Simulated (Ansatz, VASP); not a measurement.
# ZnS: VASP beside Ansatz

```
CELL_PARAMETERS angstrom
0.00000 2.70725 2.70725
2.70725 0.00000 2.70725
2.70725 2.70725 0.00000
ATOMIC_POSITIONS crystal
Zn 0.00000 0.00000 0.00000
S 0.25000 0.25000 0.25000
```

Alike in both runs: task electric field gradients; functional PBE; k mesh 14 × 14 × 14; occupations fermi-dirac, width 0.02 eV; no spin polarisation.

```csv
,VASP,Ansatz
version,VASP 6.6.1,Ansatz 0.2.0
potentials or method,"VASP PAW PBE potentials, release 64 (Zn, S)","plane-wave PAW, scalar-relativistic"
plane-wave cutoff (eV),520,420
valence electrons in the cell,18,18
```

```tsv
	VASP	Ansatz	Ansatz less VASP
gap on the k mesh at the Fermi level (eV)	2.09	2.08	-0.005
pressure (GPa)	1.3	1.2	-0.17
```
